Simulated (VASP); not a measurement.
# SiC (F-43m) in VASP: dielectric tensor with r2SCAN

Aim: the dielectric tensor of SiC with r2SCAN.

All numbers are computed with VASP 6.6.1; they aren't measurements. Logs are shortened: lines on timing, memory, paths and dates and some standing lists are left out, and cuts for length are marked.

## Step 1: The cell of the first run

The structure is cubic, space group F-43m (No. 216). The conventional cell has a = 4.356 Å, b = 4.356 Å, c = 4.356 Å, α = 90.00°, β = 90.00°, γ = 90.00°. Within 2.5 Å of Si (site symmetry -43m) lie 4 C at 1.89 Å. Within 2.5 Å of C (site symmetry -43m) lie 4 Si at 1.89 Å.

## Step 2: Dielectric tensor, r2SCAN

Contents of INCAR:

```
PREC = Accurate
ENCUT = 520
EDIFF = 1E-8
ISMEAR = 0
SIGMA = 0.01
LREAL = F
LASPH = T
NELM = 80
ALGO = Normal
ISIF = 2
LWAVE = F
LCHARG = F
METAGGA = R2SCAN
LMIXTAU = T
LCALCEPS = T
```

Contents of KPOINTS:

```
Automatic mesh
0
Gamma
  8 8 8
```

Contents of POSCAR:

```
SiC
1.0
    0.0000000000      2.1780523469      2.1780523469
    2.1780523469      0.0000000000      2.1780523469
    2.1780523469      2.1780523469      0.0000000000
Si C
1 1
Direct
    0.0000000000      0.0000000000      0.0000000000
    0.2500000000      0.2500000000      0.2500000000
```

Potentials or basis: VASP PAW PBE potentials, release 64 (Si, C).

The run is started by

```sh
$ cat potpaw_PBE.64/Si/POTCAR potpaw_PBE.64/C/POTCAR > POTCAR
$ mpirun -np 1 vasp_std > vasp.out
```

OUTCAR:

```text
PREC = Accurate
   ENCUT = 520
   EDIFF = 1E-8
   ISMEAR = 0
   LREAL = F
   LASPH = T
   NELM = 80
   ISIF = 2
   METAGGA = R2SCAN

 ion  position               nearest neighbor table
   1  0.000  0.000  0.000-   2 1.89   2 1.89   2 1.89   2 1.89
   2  0.250  0.250  0.250-   1 1.89   1 1.89   1 1.89   1 1.89

  LATTYP: Found a face centered cubic cell.
 ALAT       =     4.3561046938

  Lattice vectors:

 A1 = (   0.0000000000,   2.1780523469,   2.1780523469)
 A2 = (   2.1780523469,   0.0000000000,   2.1780523469)
 A3 = (   2.1780523469,   2.1780523469,   0.0000000000)

Analysis of symmetry for initial positions (statically):
=====================================================================
 Subroutine PRICEL returns:
 Original cell was already a primitive cell.

 Routine SETGRP: Setting up the symmetry group for a
 face centered cubic supercell.

 Subroutine GETGRP returns: Found 24 space group operations
 (whereof 24 operations were pure point group operations)
 out of a pool of 48 trial point group operations.

The static configuration has the point symmetry T_d .

Analysis of symmetry for dynamics (positions and initial velocities):
=====================================================================
 Subroutine PRICEL returns:
 Original cell was already a primitive cell.

 Routine SETGRP: Setting up the symmetry group for a
 face centered cubic supercell.

 Subroutine GETGRP returns: Found 24 space group operations
 (whereof 24 operations were pure point group operations)
 out of a pool of 48 trial point group operations.

The dynamic configuration has the point symmetry T_d .

 Subroutine INISYM returns: Found 24 space group operations
 (whereof 24 operations are pure point group operations),
 and found     1 'primitive' translations

----------------------------------------------------------------------------------------

                                     Primitive cell

  volume of cell :      20.6650

  direct lattice vectors                    reciprocal lattice vectors
     0.000000000  2.178052347  2.178052347    -0.229562894  0.229562894  0.229562894
     2.178052347  0.000000000  2.178052347     0.229562894 -0.229562894  0.229562894
     2.178052347  2.178052347  0.000000000     0.229562894  0.229562894 -0.229562894

  length of vectors
     3.080231169  3.080231169  3.080231169     0.397614596  0.397614596  0.397614596

  position of ions in fractional coordinates (direct lattice)
     0.000000000  0.000000000  0.000000000
     0.250000000  0.250000000  0.250000000

  ion indices of the primitive-cell ions
   primitive index   ion index
                 1           1
                 2           2

----------------------------------------------------------------------------------------

 KPOINTS: Automatic mesh

Automatic generation of k-mesh.
 Grid dimensions read from file:
 generate k-points for:    8    8    8

 Generating k-lattice:

  Cartesian coordinates                     Fractional coordinates (reciprocal lattice)
    -0.028695362  0.028695362  0.028695362     0.125000000  0.000000000  0.000000000
     0.028695362 -0.028695362  0.028695362     0.000000000  0.125000000  0.000000000
     0.028695362  0.028695362 -0.028695362     0.000000000  0.000000000  0.125000000

  Length of vectors
     0.049701824  0.049701824  0.049701824

  Shift w.r.t. Gamma in fractional coordinates (k-lattice)
     0.000000000  0.000000000  0.000000000

 Subroutine IBZKPT returns following result:
 ===========================================

 Found     29 irreducible k-points:

 Following reciprocal coordinates:
            Coordinates               Weight
  0.000000  0.000000  0.000000      1.000000
  0.125000  0.000000  0.000000      8.000000
  0.250000  0.000000  0.000000      8.000000
  0.375000  0.000000  0.000000      8.000000
  0.500000  0.000000  0.000000      4.000000
  0.125000  0.125000  0.000000      6.000000
[... 16 lines left out ...]
  0.500000  0.250000  0.125000     48.000000
 -0.375000  0.250000  0.125000     24.000000
 [... further k-points ...]
   k-points           NKPTS =     29   k-points in BZ     NKDIM =     29   number of bands    NBANDS=      8
   number of dos      NEDOS =    301   number of ions     NIONS =      2
   total plane-waves  NPLWV =  13824
   dimension x,y,z NGX =    24 NGY =   24 NGZ =   24
   dimension x,y,z NGXF=    48 NGYF=   48 NGZF=   48
   ions per type =               1   1
   NGX,Y,Z   is equivalent  to a cutoff of  12.95, 12.95, 12.95 a.u.
   NGXF,Y,Z  is equivalent  to a cutoff of  25.91, 25.91, 25.91 a.u.
 SYSTEM =  unknown system
   PREC   = accura    normal or accurate (medium, high low for compatibility)
   ISTART =      0    job   : 0-new  1-cont  2-samecut
   ICHARG =      2    charge: 1-file 2-atom 10-const
   ISPIN  =      1    spin polarized calculation?
   LNONCOLLINEAR =      F non collinear calculations
   LSORBIT =      F    spin-orbit coupling
   LASPH  =      T    aspherical Exc in radial PAW
   ENCUT  =  520.0 eV  38.22 Ry    6.18 a.u.   5.73  5.73  5.73*2*pi/ulx,y,z
   NELM   =     80;   NELMIN=  2; NELMDL= -5     # of ELM steps
   EDIFF  = 0.1E-07   stopping-criterion for ELM
   LREAL  =      F    real-space projection
   EDIFFG = 0.1E-06   stopping-criterion for IOM
   NSW    =      0    number of steps for IOM
   IBRION =     -1    ionic relax: 0-MD 1-quasi-New 2-CG
   NFREE  =      0    steps in history (QN), initial steepest desc. (CG)
   ISIF   =      2    stress and relaxation
   ISYM   =      2    0-nonsym 1-usesym 2-fastsym
   POTIM  = 0.5000    time-step for ionic-motion
   TEBEG  =    0.0;   TEEND  =   0.0 temperature during run
   PSTRESS=    0.0 pullay stress
   NELECT =       8.0000    total number of electrons
   NUPDOWN=      -1.0000    fix difference up-down
   EMIN   =  10.00;   EMAX   =-10.00  energy-range for DOS
   EFERMI =   0.00;   METHOD = LEGACY
   ISMEAR =     0;   SIGMA  =   0.01  broadening in eV -4-tet -1-fermi 0-gaus
   EFERMI_NEDOS =   21; number of points for ismear=-14 and -15
   IALGO  =     38    algorithm
   IMIX   =      4    mixing-type and parameters
     AMIX     =   0.40;   BMIX     =  1.00
     AMIX_MAG =   1.60;   BMIX_MAG =  1.00
  volume/ion in A,a.u.               =      10.33        69.73
  Fermi-wavevector in a.u.,A,eV,Ry     =   1.193145  2.254717 19.369182  1.423595
  Thomas-Fermi vector in A             =   2.329166
   LORBIT       =      0    0 simple, 1 ext, 2 COOP (PROOUT), +10 PAW based schemes
   METAGGA = R2SCAN    functional components
   LHFCALC =     F    Hartree Fock is set to
   AEXX    =    0.0000 exact exchange contribution
   IVDW    =     0    specifies the selected vdW correction
   LEPSILON=     F    determine dielectric tensor
   LRPA    =     F    only Hartree local field effects (RPA)
   LRPA       =     F
 non-spin polarized calculation
 Gauss-broadening in eV      SIGMA  =   0.01
  energy-cutoff  :      520.00
  volume of cell :       20.66
 maximum number of plane-waves:       568
   NGX = 11   NGY = 11   NGZ = 11

 number of electron       8.0000001 magnetization

 Free energy of the ion-electron system (eV)
  ---------------------------------------------------
  ext. energy  EPLUGINS =         0.00000000
  ---------------------------------------------------
  free energy    TOTEN  =       -19.32612049 eV

  energy without entropy =      -19.32612049  energy(sigma->0) =      -19.32612049

 E-fermi :   8.0505     XC(G=0): -11.9400

 val. band max:        7.9978379929   @ k =   0.0000   0.0000   0.0000
 cond. band min:   10000.0000000000   @ k =   0.0000   0.0000   0.0000
 fundamental gap:   9992.0021620071
 Fermi energy:         8.0504568607

 k-point     1 :       0.0000    0.0000    0.0000
  band No.  band energies     occupation
      1      -8.1926      2.00000
      2       7.9975      2.00000
      3       7.9977      2.00000
      4       7.9978      2.00000
      5   10000.0000      0.00000
      6   10000.0000      0.00000
      7   10000.0000      0.00000
      8   10000.0000      0.00000

 k-point     2 :       0.1250    0.0000    0.0000
  band No.  band energies     occupation
      1      -7.8767      2.00000
      2       6.4531      2.00000
      3       7.7873      2.00000
      4       7.7875      2.00000
      5   10000.0000      0.00000
      6   10000.0000      0.00000
      7   10000.0000      0.00000
      8   10000.0000      0.00000

 k-point     3 :       0.2500    0.0000    0.0000
  band No.  band energies     occupation
      1      -6.9556      2.00000
      2       3.5255      2.00000
      3       7.3617      2.00000
      4       7.3620      2.00000
      5   10000.0000      0.00000
      6   10000.0000      0.00000
      7   10000.0000      0.00000
      8   10000.0000      0.00000

 k-point     4 :       0.3750    0.0000    0.0000
  band No.  band energies     occupation
      1      -5.5698      2.00000
      2       0.6903      2.00000
      3       7.0164      2.00000
      4       7.0167      2.00000
      5   10000.0000      0.00000
      6   10000.0000      0.00000
      7   10000.0000      0.00000
      8   10000.0000      0.00000

 k-point     5 :       0.5000    0.0000    0.0000
  band No.  band energies     occupation
      1      -4.5630      2.00000
      2      -0.8284      2.00000
      3       6.8905      2.00000
      4       6.8908      2.00000
      5   10000.0000      0.00000
      6   10000.0000      0.00000
      7   10000.0000      0.00000
      8   10000.0000      0.00000
[... 177 lines left out ...]
 k-point    22 :       0.3750    0.2500    0.1250
  band No.  band energies     occupation
      1      -6.1567      2.00000
      2       3.3053      2.00000
      3       5.0375      2.00000
      4       6.6689      2.00000
      5   10000.0000      0.00000
      6   10000.0000      0.00000
      7   10000.0000      0.00000
      8   10000.0000      0.00000

 k-point    23 :       0.5000    0.2500    0.1250
  band No.  band energies     occupation
      1      -4.8314      2.00000
      2       1.2207      2.00000
      3       4.2668      2.00000
      4       5.9993      2.00000
      5   10000.0000      0.00000
      6   10000.0000      0.00000
      7   10000.0000      0.00000
      8   10000.0000      0.00000

 k-point    24 :      -0.3750    0.2500    0.1250
  band No.  band energies     occupation
      1      -3.9021      2.00000
      2      -0.0925      2.00000
      3       4.1468      2.00000
      4       5.6511      2.00000
      5   10000.0000      0.00000
      6   10000.0000      0.00000
      7   10000.0000      0.00000
      8   10000.0000      0.00000

 [... further k-points ...]

------------------------ aborting loop because EDIFF is reached ----------------------------------------

            Ionic dipole moment: p[ion]=(     4.35610     4.35610     4.35610 ) |e| Angst

 Total electronic dipole moment: p[elc]=(     0.00272     0.00272     0.00899 ) |e| Angst

 MACROSCOPIC STATIC DIELECTRIC TENSOR (including local field effects)
 ------------------------------------------------------
           6.488539    -0.000000    -0.000000
          -0.000000     6.488539    -0.000000
          -0.000000    -0.000000     6.488539
 ------------------------------------------------------

 PIEZOELECTRIC TENSOR (including local field effects) (e Angst)
          XX          YY          ZZ          XY          YZ          ZX
  --------------------------------------------------------------------------------
  x    -0.00000    -0.00000    -0.00000     0.00000    -1.25240     0.00000
  y    -0.00000     0.00000    -0.00000     0.00000     0.00000    -1.25240
  z     0.00000     0.00000    -0.00000    -1.25240     0.00000    -0.00000

 PIEZOELECTRIC TENSOR (including local field effects) (C/m^2)
          XX          YY          ZZ          XY          YZ          ZX
  --------------------------------------------------------------------------------
  x    -0.00000    -0.00000    -0.00000     0.00000    -0.97100     0.00000
  y    -0.00000     0.00000    -0.00000     0.00000     0.00000    -0.97100
  z     0.00000     0.00000    -0.00000    -0.97100     0.00000    -0.00000

 BORN EFFECTIVE CHARGES (including local field effects) (in |e|, cummulative output)
 ---------------------------------------------------------------------------------
 ion    1
    1     2.69594     0.00000    -0.00000
    2    -0.00000     2.69594     0.00000
    3     0.00000    -0.00000     2.69594
 ion    2
    1    -2.69594     0.00000     0.00000
    2    -0.00000    -2.69594    -0.00000
    3     0.00000     0.00000    -2.69594

  FORCE on cell =-STRESS in cart. coord.  units (eV):
  Direction    XX          YY          ZZ          XY          YZ          ZX
  --------------------------------------------------------------------------------------
  -------------------------------------------------------------------------------------
  Total       -0.0186109     -0.0186109     -0.0186109      0.0000000      0.0000000      0.0000000
  in kB       -1.4429190     -1.4429190     -1.4429190      0.0000000      0.0000000      0.0000000
  external PRESSURE =      -1.4429190 kB  Pullay stress =       0.0000000 kB

 VOLUME and BASIS-vectors are now :
 -----------------------------------------------------------------------------
  energy-cutoff  :      520.00
  volume of cell :       20.66
      direct lattice vectors                 reciprocal lattice vectors
     0.000000000  2.178052347  2.178052347    -0.229562894  0.229562894  0.229562894
     2.178052347  0.000000000  2.178052347     0.229562894 -0.229562894  0.229562894
     2.178052347  2.178052347  0.000000000     0.229562894  0.229562894 -0.229562894

 POSITION                                       TOTAL-FORCE (eV/Angst)
 -----------------------------------------------------------------------------------
      0.00000      0.00000      0.00000         0.000000     -0.000000      0.000000
      1.08903      1.08903      1.08903        -0.000000      0.000000     -0.000000
 -----------------------------------------------------------------------------------
    total drift:                               -0.000001     -0.000001     -0.000001

  FREE ENERGIE OF THE ION-ELECTRON SYSTEM (eV)
  ---------------------------------------------------
  free  energy   TOTEN  =       -19.3261204889 eV

  energy  without entropy=      -19.3261204889  energy(sigma->0) =      -19.32612049
```

Wall time 10 min (1 thread of Intel Xeon Platinum 8488C (Sapphire Rapids), shared host); peak memory 0.24 GiB.

What came out:

* Band gap on the k mesh: 1.72 eV, indirect (least direct gap 5.06 eV)
* Electronic dielectric tensor (diagonal): 6.49
* Born charges (mean of the diagonal): Si +2.70; C -2.70 e

Electronic dielectric tensor:
```
6.49 0.00 0.00
0.00 6.49 0.00
0.00 0.00 6.49
```

Born effective charge tensors (e):
atom 1, Si
```
2.70 0.00 0.00
0.00 2.70 0.00
0.00 0.00 2.70
```
atom 2, C
```
-2.70  0.00  0.00
 0.00 -2.70  0.00
 0.00  0.00 -2.70
```

Dipole moments of the cell (e·Å, modulo the quantum): ionic 4.356, 4.356, 4.356; electronic 0.003, 0.003, 0.009

Caveat: the PAW data sets were made with another functional, which shifts forces and pressure a little. r2SCAN opens gaps a little over a GGA but as a rule still falls short of measured ones.
